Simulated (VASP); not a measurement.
# TiC (WC type) (P-6m2) in VASP: a series of runs

The runs below take TiC (WC type) through relaxation of cell and atoms, with PBE.

Program: VASP 6.6.1. These are calculated values, not measurements. Logs are shortened: lines on timing, memory, paths and dates and some standing lists are left out, and cuts for length are marked.

**1. The cell of the first run**

Symmetry: P-6m2, No. 187, hexagonal system. Conventional cell: a = 2.883 Å, b = 2.883 Å, c = 2.825 Å, α = 90.00°, β = 90.00°, γ = 120.00°. Ti (site symmetry -6m2) has 6 C at 2.18 Å and 8 Ti at 2.83 to 2.88 Å within 2.9 Å. C (site symmetry -6m2) has 6 Ti at 2.18 Å and 8 C at 2.83 to 2.88 Å within 2.9 Å.

**2. Relaxation of cell and atoms, PBE, target pressure 0.041 GPa, at which the enthalpy is minimised**

The input, INCAR:

```
PREC = Accurate
ENCUT = 600
EDIFF = 1E-6
ISMEAR = -1
SIGMA = 0.05
LREAL = F
LASPH = T
NELM = 80
ALGO = Normal
ISIF = 3
LWAVE = F
LCHARG = F
GGA = PE
IBRION = 2
NSW = 60
EDIFFG = -0.005
PSTRESS = 0.41000000000000003
```

The input, KPOINTS:

```
regular mesh
0
Gamma
  15 15 14
```

The input, POSCAR:

```
TiC
1.0
    2.8828385424      0.0000000000      0.0000000000
   -1.4414192712      2.4966114127      0.0000000000
    0.0000000000      0.0000000000      2.8251817715
Ti C
1 1
Direct
    0.0000000000      0.0000000000      0.0000000000
    0.3333333333      0.6666666667      0.5000000000
```

Potentials or basis: VASP PAW PBE potentials, release 64 (Ti_sv, C).

Command:

```
> cat potpaw_PBE.64/Ti_sv/POTCAR potpaw_PBE.64/C/POTCAR > POTCAR
> mpirun -np 1 vasp_std > vasp.out
```

OUTCAR:

```text
PREC = Accurate
   ENCUT = 600
   EDIFF = 1E-6
   ISMEAR = -1
   LREAL = F
   LASPH = T
   NELM = 80
   ISIF = 3
   GGA = PE
   IBRION = 2
   NSW = 60
   EDIFFG = -0.005
   PSTRESS = 0.41000000000000003

 ion  position               nearest neighbor table
   1  0.000  0.000  0.000-   2 2.18   2 2.18   2 2.18   2 2.18   2 2.18   2 2.18
   2  0.333  0.667  0.500-   1 2.18   1 2.18   1 2.18   1 2.18   1 2.18   1 2.18

  LATTYP: Found a hexagonal cell.
 ALAT       =     2.8828385424
 C/A-ratio  =     0.9800000000

  Lattice vectors:

 A1 = (   2.8828385424,   0.0000000000,   0.0000000000)
 A2 = (  -1.4414192712,   2.4966114127,   0.0000000000)
 A3 = (   0.0000000000,   0.0000000000,   2.8251817715)

Analysis of symmetry for initial positions (statically):
=====================================================================
 Subroutine PRICEL returns:
 Original cell was already a primitive cell.

 Routine SETGRP: Setting up the symmetry group for a
 hexagonal supercell.

 Subroutine GETGRP returns: Found 12 space group operations
 (whereof 12 operations were pure point group operations)
 out of a pool of 24 trial point group operations.

The static configuration has the point symmetry D_3h.

Analysis of symmetry for dynamics (positions and initial velocities):
=====================================================================
 Subroutine PRICEL returns:
 Original cell was already a primitive cell.

 Routine SETGRP: Setting up the symmetry group for a
 hexagonal supercell.

 Subroutine GETGRP returns: Found 12 space group operations
 (whereof 12 operations were pure point group operations)
 out of a pool of 24 trial point group operations.

The dynamic configuration has the point symmetry D_3h.

 Subroutine INISYM returns: Found 12 space group operations
 (whereof 12 operations are pure point group operations),
 and found     1 'primitive' translations

----------------------------------------------------------------------------------------

                                     Primitive cell

  volume of cell :      20.3338

  direct lattice vectors                    reciprocal lattice vectors
[... 105 lines left out ...]
   IMIX   =      4    mixing-type and parameters
     AMIX     =   0.40;   BMIX     =  1.00
     AMIX_MAG =   1.60;   BMIX_MAG =  1.00
  volume/ion in A,a.u.               =      10.17        68.61
  Fermi-wavevector in a.u.,A,eV,Ry     =   1.511387  2.856107 31.079650  2.284290
  Thomas-Fermi vector in A             =   2.621451
   LORBIT       =      0    0 simple, 1 ext, 2 COOP (PROOUT), +10 PAW based schemes
   GGA     = PE    functional components
   LHFCALC =     F    Hartree Fock is set to
   AEXX    =    0.0000 exact exchange contribution
   IVDW    =     0    specifies the selected vdW correction
   LEPSILON=     F    determine dielectric tensor
   LRPA    =     F    only Hartree local field effects (RPA)
 conjugate gradient relaxation of ions
 non-spin polarized calculation
  energy-cutoff  :      600.00
  volume of cell :       20.33
 maximum number of plane-waves:       690
 NGX is ok and might be reduce to    24
   NGX = 11   NGY = 11   NGZ = 11

--------------------------------------- Ionic step        1  -------------------------------------------

 number of electron      15.9999997 magnetization

 Free energy of the ion-electron system (eV)
  ---------------------------------------------------
  ext. energy  EPLUGINS =         0.00000000
  ---------------------------------------------------
  free energy    TOTEN  =       -17.17997075 eV

  energy without entropy =      -17.17613715  energy(sigma->0) =      -17.17805395

------------------------ aborting loop because EDIFF is reached ----------------------------------------

  FORCE on cell =-STRESS in cart. coord.  units (eV):
  Direction    XX          YY          ZZ          XY          YZ          ZX
  --------------------------------------------------------------------------------------
  -------------------------------------------------------------------------------------
  Total        2.8635128      2.8635128     -1.3288662      0.0000000      0.0000000      0.0000000
  in kB      225.6275106    225.6275106   -104.7066237      0.0000000      0.0000000      0.0000000
  external PRESSURE =     115.1061325 kB  Pullay stress =       0.4100000 kB
[... 97 lines left out ...]
  energy  without entropy=      -17.3419050793  energy(sigma->0) =      -17.34303799

  enthalpy is  TOTEN    =       -17.3385321511 eV   P V=        0.0056387425

[... ionic steps 4 to 7 ...]

--------------------------------------- Ionic step        8  -------------------------------------------

 number of electron      15.9999998 magnetization

------------------------ aborting loop because EDIFF is reached ----------------------------------------
[... 71 lines left out ...]
--------------------------------------- Ionic step       10  -------------------------------------------

 number of electron      15.9999998 magnetization

 Free energy of the ion-electron system (eV)
  ---------------------------------------------------
  ext. energy  EPLUGINS =         0.00000000
  ---------------------------------------------------
  free energy    TOTEN  =       -17.35609517 eV

  energy without entropy =      -17.35324071  energy(sigma->0) =      -17.35466794

 E-fermi :   8.5919     XC(G=0): -12.2911

 val. band max:        8.5890230550   @ k =   0.4000   0.0000   0.0000
 cond. band min:       8.6026258362   @ k =   0.4667   0.0000   0.0714
 fundamental gap:      0.0136027812
 Fermi energy:         8.5919081358

 k-point     1 :       0.0000    0.0000    0.0000
  band No.  band energies     occupation
      1     -47.9394      2.00000
      2     -24.0974      2.00000
      3     -24.0974      2.00000
      4     -23.6347      2.00000
      5      -3.3880      2.00000
      6       7.0147      2.00000
      7       7.0147      2.00000
      8       7.6571      2.00000
      9      10.9169      0.00000
     10      11.9453      0.00000
     11      11.9453      0.00000
     12      14.2823      0.00000
[... 331 lines left out ...]
 k-point    24 :       0.4000    0.2000    0.0000
  band No.  band energies     occupation
      1     -47.8824      2.00000
      2     -24.4501      2.00000
      3     -24.2750      2.00000
      4     -23.5839      2.00000
      5      -0.8079      2.00000
      6       4.2805      2.00000
      7       6.4425      2.00000
      8       8.3606      1.98061
      9       9.7750      0.00000
     10      11.2305      0.00000
     11      11.3947      0.00000
     12      12.1986      0.00000

 [... further k-points ...]
[... 5 lines left out ...]
  --------------------------------------------------------------------------------------
  -------------------------------------------------------------------------------------
  Total        0.0049847      0.0049847      0.0085743      0.0000000     -0.0000000      0.0000000
  in kB        0.3691017      0.3691017      0.6349018      0.0000000     -0.0000000      0.0000000
  external PRESSURE =       0.0477017 kB  Pullay stress =       0.4100000 kB
[... 21 lines left out ...]
  energy  without entropy=      -17.3532407093  energy(sigma->0) =      -17.35466794

  enthalpy is  TOTEN    =       -17.3505581517 eV   P V=        0.0055370212

 reached required accuracy - stopping structural energy minimisation
```

CONTCAR:

```text
TiC
   1.00000000000000
     3.0437224330758790    0.0000000000000000    0.0000000000000000
    -1.5218612165379395    2.6359409490804069   -0.0000000000000000
     0.0000000000000000    0.0000000000000000    2.6968834996127002
  Ti              C
     1     1
Direct
     0.0000000000000000    0.0000000000000000    0.0000000000000000
     0.3333333332999970    0.6666666667000030    0.5000000000000000

  0.00000000E+00  0.00000000E+00  0.00000000E+00
  0.00000000E+00  0.00000000E+00  0.00000000E+00
```

It took 2.2 min on 1 thread of AMD EPYC 9R45 (Zen 5), shared host; peak memory 0.17 GiB.

Results:

- Free energy: -17.3561 eV
- Relaxed volume: 10.82 Å³/atom
- Relaxed cell: a = 3.044 Å, b = 3.044 Å, c = 2.697 Å, α = 90.00°, β = 90.00°, γ = 120.00°
- Space group after relaxing (to 0.1 Å): P-6m2 (No. 187)
- Energy change on relaxing (the run minimises the enthalpy): -88.1 meV/atom
- Ionic steps: 10
- Pressure after relaxing: 0.0 GPa
- Band gap on the k mesh: zero (bands 8 and 9 overlap by 0.12 eV)

Step by step:
```csv
step,energy change (eV),largest force (eV/Å),pressure (GPa),volume (Å³)
1,0.0000,0.0000,11.55,20.33
2,-0.1549,0.0000,-7.73,22.49
3,-0.1642,0.0000,-4.46,22.03
4,-0.1714,0.0000,3.66,21.32
5,-0.1760,0.0000,0.42,21.60
6,-0.1760,0.0000,0.31,21.60
7,-0.1761,0.0000,-0.06,21.64
8,-0.1761,0.0000,-0.09,21.65
9,-0.1761,0.0000,0.07,21.63
10,-0.1761,0.0000,0.05,21.64
```

Final structure:
```
Ti C
1.0
     3.04372    0.00000    0.00000
    -1.52186    2.63594    0.00000
     0.00000    0.00000    2.69688
Ti C
1 1
Direct
  0.00000 0.00000 0.00000
  0.33333 0.66667 0.50000
```

Levels at points of the mesh, in eV from the Fermi level:
```csv
k point,band 6,band 7,band 8,band 9,band 10,band 11
"(0.00, 0.00, 0.00)",-1.58,-1.58,-0.93,2.32,3.35,3.35
"(0.00, 0.00, 0.50)",-5.58,-0.49,-0.49,1.15,1.15,4.72
```

Caveat: the cell is relaxed towards a set pressure, so the run minimises the enthalpy, not the energy.

**3. Relaxation of cell and atoms, PBE, target pressure 0.041 GPa, at which the enthalpy is minimised**

This run uses another cell than the first one, of 10.81 Å³/atom.

Edit INCAR of step 2 so:

```diff
@@ -7,3 +7,3 @@
 LASPH = T
-NELM = 80
+NELM = 100
 ALGO = Normal
@@ -14,3 +14,3 @@
 IBRION = 2
-NSW = 60
+NSW = 32
 EDIFFG = -0.005
```

The input, KPOINTS:

```
Automatic mesh
0
Gamma
  15 15 14
```

The input, POSCAR:

```
TiC
1.0
    3.0423433870      0.0000000000      0.0000000000
   -1.5211716935      2.6347466602      0.0000000000
    0.0000000000      0.0000000000      2.6972023991
Ti C
1 1
Direct
    0.0000000000      0.0000000000      0.0000000000
    0.3333333333      0.6666666667      0.5000000000
```

Potentials or basis: VASP PAW PBE potentials, release 64 (Ti_sv, C).

Command:

```
> cat potpaw_PBE.64/Ti_sv/POTCAR potpaw_PBE.64/C/POTCAR > POTCAR
> mpirun -np 1 vasp_std > vasp.out
```

Run time: 46 s. Hardware: 1 thread of AMD EPYC 9R45 (Zen 5), shared host; peak memory 0.17 GiB.

Results (log left out):

```yaml
Free_energy: -17.3572 eV
Relaxed_volume: 10.81 Å³/atom
Relaxed_cell: a = 3.043 Å, b = 3.043 Å, c = 2.697 Å, α = 90.00°, β = 90.00°, γ = 120.00°
Space_group_after_relaxing_to_0.1_Å: P-6m2 (No. 187)
Energy_change_on_relaxing_the_run_minimises_the_enthalpy: -0.0 meV/atom
Ionic_steps: 3
Pressure_after_relaxing: 0.0 GPa
Band_gap_on_the_k_mesh: zero (bands 8 and 9 overlap by 0.12 eV)
```

Final structure:
```
Ti C
1.0
     3.04276    0.00000    0.00000
    -1.52138    2.63511    0.00000
     0.00000    0.00000    2.69747
Ti C
1 1
Direct
  0.00000 0.00000 0.00000
  0.33333 0.66667 0.50000
```

Levels at points of the mesh, in eV from the Fermi level:
```
           k point  band 6  band 7  band 8  band 9  band 10  band 11
(0.00, 0.00, 0.00)   -1.57   -1.57   -0.93    2.32     3.36     3.36
(0.00, 0.00, 0.50)   -5.58   -0.49   -0.49    1.16     1.16     4.75
```

Caveat: the cell is relaxed towards a set pressure, so the run minimises the enthalpy, not the energy.

The gap in the log of VASP goes by the Fermi energy; the results here count the filled bands.